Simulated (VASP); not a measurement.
# ZnS (R3m) in VASP: a series of runs

ZnS is run at these levels: r2SCAN+U; tasks: single point.

Program: VASP 6.6.1. These are calculated values, not measurements. Logs are shortened: lines on timing, memory, paths and dates and some standing lists are left out, and cuts for length are marked.

### 1 The cell of the first run

Symmetry: R3m, No. 160, trigonal system. Conventional cell: a = 3.806 Å, b = 3.806 Å, c = 28.056 Å, α = 90.00°, β = 90.00°, γ = 120.00°. Zn (site symmetry 3m) has 4 S at 2.33 to 2.34 Å within 3.1 Å. Within 3.1 Å of Zn (site symmetry 3m) lie 4 S at 2.33 Å. Within 3.1 Å of Zn (site symmetry 3m) lie 4 S at 2.33 to 2.34 Å. Within 3.1 Å of S (site symmetry 3m) lie 4 Zn at 2.33 to 2.34 Å. S (site symmetry 3m) has 4 Zn at 2.33 to 2.34 Å within 3.1 Å. S (site symmetry 3m) has 4 Zn at 2.33 Å within 3.1 Å.

### 2 Single point, r2SCAN+U

The input, POSCAR:

```
ZnS
1.0
    1.9030712000      1.0987386696      9.3519478333
   -1.9030712000      1.0987386696      9.3519478333
    0.0000000000     -2.1974773392      9.3519478333
Zn S
3 3
Direct
    0.9999711367      0.9999711367      0.9999711367
    0.2222694100      0.2222694100      0.2222694100
    0.4446134433      0.4446134433      0.4446134433
    0.0832671700      0.0832671700      0.0832671700
    0.5278423033      0.5278423033      0.5278423033
    0.3053625400      0.3053625400      0.3053625400
```

The input, INCAR.step1:

```
SYSTEM = ZnS
PREC     = Accurate       ! precision mode
ENCUT    = 550            ! plane-wave cutoff, eV
ISMEAR   = 0              ! smearing method
SIGMA    = 0.01           ! smearing width, eV
LREAL    = .FALSE.        ! projectors in reciprocal space
LASPH    = .TRUE.         ! aspherical terms in the spheres
NELM     = 200            ! most SCF steps
LDAU     = .TRUE.         ! DFT+U
LDAUTYPE = 2            
LDAUL    = 2 -1           ! shell
LDAUU    = 5 0            ! U, eV
LDAUJ    = 0 0          
NBANDS   = 36             ! bands
GGA      = PE             ! functional
ALGO     = Normal         ! electronic algorithm
EDIFF    = 1E-5           ! SCF threshold, eV
LWAVE    = .TRUE.         ! write WAVECAR
LCHARG   = .FALSE.        ! write CHGCAR
GGA_COMPAT= .FALSE.
```

The input, INCAR.step2:

```
SYSTEM = ZnS
PREC     = Accurate       ! precision mode
ENCUT    = 550            ! plane-wave cutoff, eV
EDIFF    = 1E-6           ! SCF threshold, eV
ISMEAR   = 0              ! smearing method
SIGMA    = 0.01           ! smearing width, eV
LREAL    = .FALSE.        ! projectors in reciprocal space
LASPH    = .TRUE.         ! aspherical terms in the spheres
NELM     = 200            ! most SCF steps
ALGO     = Normal         ! electronic algorithm
ISIF     = 2              ! what is computed and relaxed
LWAVE    = .FALSE.        ! write WAVECAR
LCHARG   = .FALSE.        ! write CHGCAR
LDAU     = .TRUE.         ! DFT+U
LDAUTYPE = 2            
LDAUL    = 2 -1           ! shell
LDAUU    = 5 0            ! U, eV
LDAUJ    = 0 0          
LDAUPRINT= 1            
METAGGA  = R2SCAN         ! meta-GGA
LMIXTAU  = .TRUE.       
NBANDS   = 36             ! bands
ISTART   = 1            
GGA_COMPAT= .FALSE.
```

The input, KPOINTS:

```
regular mesh
0
G
  6 6 6
  0 0 0
```

Potentials or basis: VASP PAW PBE potentials, release 64 (Zn, S).

Launch:

```bash
$ cat potpaw_PBE.64/Zn/POTCAR potpaw_PBE.64/S/POTCAR > POTCAR
$ cp INCAR.step1 INCAR
$ mpirun -np 1 vasp_std > vasp.out
$ cp INCAR.step2 INCAR
$ mpirun -np 1 vasp_std > vasp.out
```

OUTCAR:

```text
SYSTEM = ZnS
   PREC = Accurate
   ENCUT = 550
   EDIFF = 1E-6
   ISMEAR = 0
   LREAL = .FALSE.
   LASPH = .TRUE.
   NELM = 200
   ISIF = 2
   METAGGA = R2SCAN
   ISTART = 1

 ion  position               nearest neighbor table
   1  1.000  1.000  1.000-   6 2.33   6 2.33   6 2.33   4 2.34
   2  0.222  0.222  0.222-   6 2.33   5 2.33   5 2.33   5 2.33
   3  0.445  0.445  0.445-   4 2.33   4 2.33   4 2.33   5 2.34
   4  0.083  0.083  0.083-   3 2.33   3 2.33   3 2.33   1 2.34
   5  0.528  0.528  0.528-   2 2.33   2 2.33   2 2.33   3 2.34
   6  0.305  0.305  0.305-   2 2.33   1 2.33   1 2.33   1 2.33

  LATTYP: Found a trigonal (rhomboedric) cell.
 ALAT       =     9.6066557622
 COS(alpha) =     0.9215133827

  Lattice vectors:

 A1 = (   1.9030712000,   1.0987386696,   9.3519478333)
 A2 = (  -1.9030712000,   1.0987386696,   9.3519478333)
 A3 = (   0.0000000000,  -2.1974773392,   9.3519478333)

Analysis of symmetry for initial positions (statically):
=====================================================================
 Subroutine PRICEL returns:
 Original cell was already a primitive cell.

 Routine SETGRP: Setting up the symmetry group for a
 trigonal (rhombohedral) supercell.

 Subroutine GETGRP returns: Found  6 space group operations
 (whereof  6 operations were pure point group operations)
 out of a pool of 12 trial point group operations.

The static configuration has the point symmetry C_3v.

Analysis of symmetry for dynamics (positions and initial velocities):
=====================================================================
 Subroutine PRICEL returns:
 Original cell was already a primitive cell.

 Routine SETGRP: Setting up the symmetry group for a
 trigonal (rhombohedral) supercell.

 Subroutine GETGRP returns: Found  6 space group operations
 (whereof  6 operations were pure point group operations)
 out of a pool of 12 trial point group operations.

The dynamic configuration has the point symmetry C_3v.

 Subroutine INISYM returns: Found  6 space group operations
 (whereof  6 operations are pure point group operations),
 and found     1 'primitive' translations

----------------------------------------------------------------------------------------

                                     Primitive cell

  volume of cell :     117.3283

  direct lattice vectors                    reciprocal lattice vectors
     1.903071200  1.098738670  9.351947833     0.262733207  0.151689088  0.035643199
    -1.903071200  1.098738670  9.351947833    -0.262733207  0.151689088  0.035643199
     0.000000000 -2.197477339  9.351947833     0.000000000 -0.303378176  0.035643199

  length of vectors
     9.606655762  9.606655762  9.606655762     0.305464818  0.305464818  0.305464818

  position of ions in fractional coordinates (direct lattice)
     0.999971137  0.999971137  0.999971137
     0.222269410  0.222269410  0.222269410
     0.444613443  0.444613443  0.444613443
     0.083267170  0.083267170  0.083267170
     0.527842303  0.527842303  0.527842303
     0.305362540  0.305362540  0.305362540

  ion indices of the primitive-cell ions
   primitive index   ion index
                 1           1
                 2           2
                 3           3
                 4           4
                 5           5
                 6           6

----------------------------------------------------------------------------------------

 KPOINTS: regular mesh

Automatic generation of k-mesh.
 Grid dimensions read from file:
 generate k-points for:    6    6    6

 Generating k-lattice:

  Cartesian coordinates                     Fractional coordinates (reciprocal lattice)
[... 43 lines left out ...]
   number of dos      NEDOS =    301   number of ions     NIONS =      6
   total plane-waves  NPLWV = 512000
   dimension x,y,z NGX =    80 NGY =   80 NGZ =   80
   dimension x,y,z NGXF=   160 NGYF=  160 NGZF=  160
   ions per type =               3   3
   NGX,Y,Z   is equivalent  to a cutoff of  13.84, 13.84, 13.84 a.u.
   NGXF,Y,Z  is equivalent  to a cutoff of  27.69, 27.69, 27.69 a.u.
 SYSTEM =  ZnS
   PREC   = accura    normal or accurate (medium, high low for compatibility)
   ISTART =      1    job   : 0-new  1-cont  2-samecut
   ICHARG =      0    charge: 1-file 2-atom 10-const
   ISPIN  =      1    spin polarized calculation?
   LNONCOLLINEAR =      F non collinear calculations
   LSORBIT =      F    spin-orbit coupling
   LASPH  =      T    aspherical Exc in radial PAW
   ENCUT  =  550.0 eV  40.42 Ry    6.36 a.u.  18.37 18.37 18.37*2*pi/ulx,y,z
   NELM   =    200;   NELMIN=  2; NELMDL=  0     # of ELM steps
   EDIFF  = 0.1E-05   stopping-criterion for ELM
   LREAL  =      F    real-space projection
   EDIFFG = 0.1E-04   stopping-criterion for IOM
   NSW    =      0    number of steps for IOM
   IBRION =     -1    ionic relax: 0-MD 1-quasi-New 2-CG
   NFREE  =      0    steps in history (QN), initial steepest desc. (CG)
   ISIF   =      2    stress and relaxation
   ISYM   =      2    0-nonsym 1-usesym 2-fastsym
   POTIM  = 0.5000    time-step for ionic-motion
   TEBEG  =    0.0;   TEEND  =   0.0 temperature during run
   PSTRESS=    0.0 pullay stress
   NELECT =      54.0000    total number of electrons
   NUPDOWN=      -1.0000    fix difference up-down
   EMIN   =  10.00;   EMAX   =-10.00  energy-range for DOS
   EFERMI =   0.00;   METHOD = LEGACY
   ISMEAR =     0;   SIGMA  =   0.01  broadening in eV -4-tet -1-fermi 0-gaus
   EFERMI_NEDOS =   21; number of points for ismear=-14 and -15
   IALGO  =     38    algorithm
   IMIX   =      4    mixing-type and parameters
     AMIX     =   0.40;   BMIX     =  1.00
     AMIX_MAG =   1.60;   BMIX_MAG =  1.00
  volume/ion in A,a.u.               =      19.55       131.96
  Fermi-wavevector in a.u.,A,eV,Ry     =   1.263975  2.388566 21.737115  1.597633
  Thomas-Fermi vector in A             =   2.397304
   LORBIT       =      0    0 simple, 1 ext, 2 COOP (PROOUT), +10 PAW based schemes
 LDA+U is selected, type is set to LDAUTYPE =  2
   angular momentum for each species LDAUL =     2   -1
   U (eV)           for each species LDAUU =   5.0  0.0
   J (eV)           for each species LDAUJ =   0.0  0.0
   METAGGA = R2SCAN    functional components
   LHFCALC =     F    Hartree Fock is set to
   AEXX    =    0.0000 exact exchange contribution
   IVDW    =     0    specifies the selected vdW correction
   LEPSILON=     F    determine dielectric tensor
   LRPA    =     F    only Hartree local field effects (RPA)
 non-spin polarized calculation
 Gauss-broadening in eV      SIGMA  =   0.01
  energy-cutoff  :      550.00
  volume of cell :      117.33
 maximum number of plane-waves:      3491
 NGX is ok and might be reduce to    80
   NGX = 37   NGY = 37   NGZ = 37

atom =   1  type =  1  l = 2

 onsite density matrix

spin component  1
[... 83 lines left out ...]
  o =  0.9847  v =  0.0000 -0.8167 -0.0000  0.0000 -0.5770  0.0000  0.0000  0.0000  0.0000  0.0000      0.0000  0.0000  0.0000  0.0000  0.0000  0.0000  0.0000  0.0000  0.0000  0.0000
  o =  0.9847  v =  0.0000  0.0000  0.0000  0.0000  0.0000  0.0000 -0.8167 -0.0000  0.0000 -0.5770      0.0000  0.0000  0.0000  0.0000  0.0000  0.0000  0.0000  0.0000  0.0000  0.0000
  o =  0.9847  v =  0.0000  0.0000  0.0000  0.0000  0.0000  0.5770  0.0000  0.0000  0.8167  0.0000      0.0000  0.0000  0.0000  0.0000  0.0000  0.0000  0.0000  0.0000  0.0000  0.0000
  o =  0.9847  v =  0.5770  0.0000  0.0000  0.8167  0.0000  0.0000  0.0000  0.0000  0.0000  0.0000      0.0000  0.0000  0.0000  0.0000  0.0000  0.0000  0.0000  0.0000  0.0000  0.0000
  o =  0.9984  v = -0.0000 -0.5770  0.0000  0.0000  0.8167  0.0000  0.0000  0.0000  0.0000  0.0000      0.0000  0.0000  0.0000  0.0000  0.0000  0.0000  0.0000  0.0000  0.0000  0.0000
  o =  0.9984  v =  0.0000  0.0000  0.0000  0.0000  0.0000 -0.0000 -0.5770  0.0000  0.0000  0.8167      0.0000  0.0000  0.0000  0.0000  0.0000  0.0000  0.0000  0.0000  0.0000  0.0000
  o =  0.9984  v =  0.8167 -0.0000  0.0000 -0.5770  0.0000  0.0000  0.0000  0.0000  0.0000  0.0000      0.0000  0.0000  0.0000  0.0000  0.0000  0.0000  0.0000  0.0000  0.0000  0.0000
  o =  0.9984  v =  0.0000  0.0000  0.0000  0.0000  0.0000  0.8167 -0.0000  0.0000 -0.5770  0.0000      0.0000  0.0000  0.0000  0.0000  0.0000  0.0000  0.0000  0.0000  0.0000  0.0000
  o =  0.9985  v =  0.0000  0.0000  0.0000  0.0000  0.0000 -0.0000 -0.0000 -1.0000  0.0000  0.0000      0.0000  0.0000  0.0000  0.0000  0.0000  0.0000  0.0000  0.0000  0.0000  0.0000
  o =  0.9985  v = -0.0000 -0.0000 -1.0000  0.0000  0.0000  0.0000  0.0000  0.0000  0.0000  0.0000      0.0000  0.0000  0.0000  0.0000  0.0000  0.0000  0.0000  0.0000  0.0000  0.0000

 number of electron      54.0000000 magnetization

 Free energy of the ion-electron system (eV)
  ---------------------------------------------------
  ext. energy  EPLUGINS =         0.00000000
  ---------------------------------------------------
  free energy    TOTEN  =       -55.72286083 eV

  energy without entropy =      -55.72286083  energy(sigma->0) =      -55.72286083

 E-fermi :   1.6979     XC(G=0): -10.2895

 val. band max:        1.6366107034   @ k =   0.0000   0.0000   0.0000
 cond. band min:       4.7525025730   @ k =   0.0000   0.0000   0.0000
 fundamental gap:      3.1158918695
 Fermi energy:         1.6978552198

 k-point     1 :       0.0000    0.0000    0.0000
  band No.  band energies     occupation
      1     -11.8103      2.00000
      2     -11.1986      2.00000
      3     -11.1881      2.00000
      4      -6.5681      2.00000
      5      -6.5599      2.00000
      6      -6.5599      2.00000
[... 925 lines left out ...]
     35       9.9699      0.00000
     36      11.1717      0.00000

 [... further k-points ...]

------------------------ aborting loop because EDIFF is reached ----------------------------------------

  FORCE on cell =-STRESS in cart. coord.  units (eV):
  Direction    XX          YY          ZZ          XY          YZ          ZX
  --------------------------------------------------------------------------------------
  -------------------------------------------------------------------------------------
  Total       -1.2567615     -1.2567615     -1.2973859      0.0000000      0.0000000      0.0000000
  in kB      -17.1617144    -17.1617144    -17.7164619      0.0000000      0.0000000      0.0000000
  external PRESSURE =     -17.3466302 kB  Pullay stress =       0.0000000 kB

 VOLUME and BASIS-vectors are now :
 -----------------------------------------------------------------------------
  energy-cutoff  :      550.00
  volume of cell :      117.33
      direct lattice vectors                 reciprocal lattice vectors
     1.903071200  1.098738670  9.351947833     0.262733207  0.151689088  0.035643199
    -1.903071200  1.098738670  9.351947833    -0.262733207  0.151689088  0.035643199
     0.000000000 -2.197477339  9.351947833     0.000000000 -0.303378176  0.035643199

 POSITION                                       TOTAL-FORCE (eV/Angst)
 -----------------------------------------------------------------------------------
      0.00000      0.00000     28.05503         0.000000     -0.000000      0.008791
      0.00000      0.00000      6.23596         0.000000     -0.000000     -0.016161
      0.00000      0.00000     12.47401         0.000000      0.000000     -0.023108
      0.00000      0.00000      2.33613         0.000000     -0.000000      0.008761
      0.00000      0.00000     14.80906         0.000000     -0.000000      0.006455
      0.00000      0.00000      8.56720         0.000000      0.000000      0.015262
 -----------------------------------------------------------------------------------
    total drift:                               -0.000000     -0.000000     -0.002541

  FREE ENERGIE OF THE ION-ELECTRON SYSTEM (eV)
  ---------------------------------------------------
  free  energy   TOTEN  =       -55.7228608321 eV

  energy  without entropy=      -55.7228608321  energy(sigma->0) =      -55.72286083
```

Wall time 48 min (1 thread of AMD EPYC 9R45 (Zen 5), shared host); peak memory 1.1 GiB.

Results:

```yaml
Free_energy: -55.7229 eV
Pressure: -1.7 GPa
Largest_force: 0.023 eV/Å
Band_gap_on_the_k_mesh: 3.12 eV
```

Forces in eV/Å, atoms in the order of the input:
```
Zn   0.000  0.000  0.009
Zn   0.000  0.000 -0.016
Zn   0.000  0.000 -0.023
S    0.000  0.000  0.009
S    0.000  0.000  0.006
S    0.000  0.000  0.015
```

Levels at points of the mesh, in eV from the valence-band top:
| k point | band 25 | band 26 | band 27 | band 28 | band 29 | band 30 |
| --- | --- | --- | --- | --- | --- | --- |
| (0.00, 0.00, 0.00) | -0.05 | 0.00 | 0.00 | 3.12 | 4.18 | 4.33 |
| (0.50, 0.00, 0.00) | -1.80 | -1.21 | -0.80 | 3.95 | 4.54 | 4.74 |
| (0.50, 0.50, 0.00) | -1.19 | -1.18 | -1.17 | 4.00 | 4.22 | 4.97 |
| (0.50, 0.50, 0.50) | -0.23 | -0.21 | -0.21 | 3.99 | 4.18 | 4.33 |

Eigenvalues of the final occupation matrices:
| site | spin | trace | eigenvalues |
| --- | --- | --- | --- |
| site 1 d | 1 | 4.96 | 0.98 0.98 1.00 1.00 1.00 |
| site 1 d | 2 | 4.96 | 0.98 0.98 1.00 1.00 1.00 |
| site 2 d | 1 | 4.97 | 0.98 0.98 1.00 1.00 1.00 |
| site 2 d | 2 | 4.97 | 0.98 0.98 1.00 1.00 1.00 |
| site 3 d | 1 | 4.96 | 0.98 0.98 1.00 1.00 1.00 |
| site 3 d | 2 | 4.96 | 0.98 0.98 1.00 1.00 1.00 |

Caveat: the PAW data sets were made with another functional, which shifts forces and pressure a little. A k mesh can miss the band edges.

[end of part 1 of 2]
